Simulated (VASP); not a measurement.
# LiCl (P1) in VASP: further runs, part 2 of 2

VASP 6.6.1.

**3. Single point, PBEsol**

This run uses another cell than the first one, of 16.79 Å³/atom, 0.995 times its volume.

File INCAR:

```
PREC = Accurate
ENCUT = 750
EDIFF = 1E-6
ISMEAR = 0
SIGMA = 0.01
LREAL = F
LASPH = T
NELM = 120
ALGO = Normal
ISIF = 2
LWAVE = F
LCHARG = F
GGA = PS
NBANDS = 12
GGA_COMPAT = F
```

File KPOINTS:

```
Automatic mesh
0
Gamma
  4 4 4
```

File POSCAR:

```
LiCl
1.0
    0.0000000000      2.5604882391      2.5604882391
    2.5604882391      0.0000000000      2.5604882391
    2.5604882391      2.5604882391      0.0000000000
Li Cl
1 1
Direct
    0.9281700000      0.9797200000      0.0597600000
    0.5082500000      0.4528000000      0.5338600000
```

Potentials or basis: VASP PAW PBE potentials, release 64 (Li_sv, Cl).

The run is started by

```console
> cat potpaw_PBE.64/Li_sv/POTCAR potpaw_PBE.64/Cl/POTCAR > POTCAR
> mpirun -np 1 vasp_std > vasp.out
```

OUTCAR:

```text
PREC = Accurate
   ENCUT = 750
   EDIFF = 1E-6
   ISMEAR = 0
   LREAL = F
   LASPH = T
   NELM = 120
   ISIF = 2
   GGA = PS

 ion  position               nearest neighbor table
   1  0.928  0.980  0.060-   2 2.43   2 2.43   2 2.43
   2  0.508  0.453  0.534-   1 2.43   1 2.43   1 2.43

  LATTYP: Found a face centered cubic cell.
 ALAT       =     5.1209764782

  Lattice vectors:

 A1 = (   0.0000000000,   2.5604882391,   2.5604882391)
[... 542 lines left out ...]
     12      19.2518      0.00000

 [... further k-points ...]

------------------------ aborting loop because EDIFF is reached ----------------------------------------

  FORCE on cell =-STRESS in cart. coord.  units (eV):
  Direction    XX          YY          ZZ          XY          YZ          ZX
  --------------------------------------------------------------------------------------
  -------------------------------------------------------------------------------------
  Total       -0.0762065     -0.0674991     -0.0740165      0.0101384     -0.0101729      0.0098098
  in kB       -3.6366706     -3.2211425     -3.5321626      0.4838189     -0.4854631      0.4681342
  external PRESSURE =      -3.4633253 kB  Pullay stress =       0.0000000 kB

 VOLUME and BASIS-vectors are now :
 -----------------------------------------------------------------------------
  energy-cutoff  :      750.00
  volume of cell :       33.57
      direct lattice vectors                 reciprocal lattice vectors
     0.000000000  2.560488239  2.560488239    -0.195275257  0.195275257  0.195275257
     2.560488239  0.000000000  2.560488239     0.195275257 -0.195275257  0.195275257
     2.560488239  2.560488239  0.000000000     0.195275257  0.195275257 -0.195275257

 POSITION                                       TOTAL-FORCE (eV/Angst)
 -----------------------------------------------------------------------------------
      2.66158      2.52958      4.88513        -0.099070      0.102959      0.100119
      2.52633      2.66831      2.46076         0.099070     -0.102959     -0.100119
 -----------------------------------------------------------------------------------
    total drift:                                0.000356     -0.000189     -0.000238

  FREE ENERGIE OF THE ION-ELECTRON SYSTEM (eV)
  ---------------------------------------------------
  free  energy   TOTEN  =        -7.6062886493 eV

  energy  without entropy=       -7.6062886493  energy(sigma->0) =       -7.60628865
```

It took 26 s on 1 thread of Intel Xeon 8259CL, shared host; peak memory 0.18 GiB.

Results:

```yaml
Free_energy: -7.6063 eV
Pressure: -0.3 GPa
Largest_force: 0.174 eV/Å
Band_gap_on_the_k_mesh: 6.10 eV, direct
```

Forces in eV/Å, atoms in the order of the input:
```
Li  -0.099  0.103  0.100
Cl   0.099 -0.103 -0.100
```

Caveat: the k points lie up to 0.53 Å⁻¹ apart; the PAW data sets were made with another functional, which shifts forces and pressure a little.

**4. Single point, PBEsol**

This run uses another cell than the first one, of 16.96 Å³/atom, 1.005 times its volume.

File INCAR:

```
SYSTEM = LiCl
  PREC = Accurate
  ENCUT = 750
  EDIFF = 1E-6
  ISMEAR = 0
  SIGMA = 0.01
  LREAL = .False.
  LASPH = .True.
  NELM = 120
  ALGO = Normal
  ISIF = 2
  LWAVE = .False.
  LCHARG = .False.
  GGA = PS
  NBANDS = 12
  GGA_COMPAT = .False.
```

File KPOINTS:

```
regular mesh
0
Gamma
  4 4 4
  0 0 0
```

File POSCAR:

```
LiCl
1.0
    0.0000000000      2.5690375120      2.5690375120
    2.5690375120      0.0000000000      2.5690375120
    2.5690375120      2.5690375120      0.0000000000
Li Cl
1 1
Direct
    0.9281700000      0.9797200000      0.0597600000
    0.5082500000      0.4528000000      0.5338600000
```

The run is started by

```console
> cat potpaw_PBE.64/Li_sv/POTCAR potpaw_PBE.64/Cl/POTCAR > POTCAR
> mpirun -np 1 vasp_std > vasp.out
```

It took 26 s on 1 thread of Intel Xeon 8259CL, shared host; peak memory 0.18 GiB.

The run converged. Its results:

| Item | Value |
| --- | --- |
| Free energy | -7.6053 eV |
| Pressure | -0.7 GPa |
| Largest force | 0.163 eV/Å |
| Band gap on the k mesh | 6.05 eV, direct |

Forces in eV/Å, atoms in the order of the input:
```
Li  -0.092  0.096  0.093
Cl   0.092 -0.096 -0.093
```

Levels at points of the mesh, in eV from the valence-band top:
```tsv
k point	band 2	band 3	band 4	band 5	band 6	band 7	band 8	band 9
(0.00, 0.00, 0.00)	-13.41	-0.07	-0.07	0.00	6.05	11.51	11.67	11.67
(0.50, 0.00, 0.00)	-12.84	-2.88	-0.33	-0.33	6.59	9.35	9.35	12.54
(0.00, 0.50, 0.00)	-12.85	-2.89	-0.34	-0.30	6.56	9.46	9.46	12.77
(0.00, 0.00, 0.50)	-12.85	-2.89	-0.34	-0.30	6.56	9.46	9.46	12.77
(0.50, 0.50, 0.50)	-12.85	-2.89	-0.34	-0.30	6.56	9.46	9.46	12.77
(0.50, 0.50, 0.00)	-12.60	-2.97	-1.18	-1.12	7.63	8.00	12.28	13.97
(0.00, 0.50, 0.50)	-12.60	-2.97	-1.18	-1.12	7.63	8.00	12.28	13.97
(0.50, 0.00, 0.50)	-12.60	-2.97	-1.18	-1.12	7.63	8.00	12.29	13.97
```

Caveat: the k points lie up to 0.53 Å⁻¹ apart; the PAW data sets were made with another functional, which shifts forces and pressure a little.

**5. The runs side by side**

| cell | gap on the mesh (eV) | pressure (GPa) | largest force (eV/Å) |
| --- | --- | --- | --- |
| a = 3.627 Å, angles 60.0°, 2 atoms | 6.07 | -0.5 | 0.18 |
| a = 3.621 Å, angles 60.0°, 2 atoms | 6.10 | -0.3 | 0.17 |
| a = 3.633 Å, angles 60.0°, 2 atoms | 6.05 | -0.7 | 0.16 |

Alike in all rows: task single point; level PBEsol; potentials or basis VASP PAW PBE potentials, release 64 (Li_sv, Cl); no spin polarisation; k mesh 4 × 4 × 4; cutoff (eV) 750; smearing gaussian 0.01 eV.

Caveats: all runs use coarse meshes; the PAW data sets were made with another functional, which shifts forces and pressure a little.

Total energies depend on the potentials used, so only differences within one code and one set of settings carry meaning.
